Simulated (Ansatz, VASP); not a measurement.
**One calculation of Ta2NbO3, two programs**

```xyz
6
Lattice="5.1507 0.0000 0.0000 -2.5754 4.4607 0.0000 0.0000 0.0000 3.2082" Properties=species:S:1:pos:R:3 pbc="T T T"
Ta    0.0000    2.9738    0.0000
Ta    2.5754    1.4869    0.0000
Nb    0.0000    0.0000    0.0000
O     2.5754    0.0000    1.6041
O     1.2877    2.2303    1.6041
O    -1.2877    2.2303    1.6041
```

Change from the starting cell: species swapped into the DyCo3B2 type (P6/mmm, No. 191).

Alike in both runs: functional PBE; k mesh 6 × 6 × 6; occupations gaussian, width 0.1 eV; no spin polarisation.

Ansatz relaxed the structure, and its values are those at the end. VASP's run is a single point on that final structure, the one shown.

```csv
,VASP,Ansatz
version,VASP 6.6.1,Ansatz 0.2.0
potentials or method,"VASP PAW PBE potentials, release 64 (Ta_sv_GW, Nb_sv, O), cutoff 600 eV","scalar-relativistic, plane waves, PAW"
valence electrons in the cell,57,57
```

VASP gave:

| Quantity | Value |
| --- | --- |
| gap on the k mesh at the Fermi level (eV) | none |
| pressure (GPa) | -0.2 |

Problem. What did Ansatz give for the same quantities?

Solution. gap on the k mesh at the Fermi level (eV): none; pressure (GPa): 0.0.

A gap of «none» marks a metal or a gap that the smearing closes.

Neither program's run includes spin-orbit coupling.
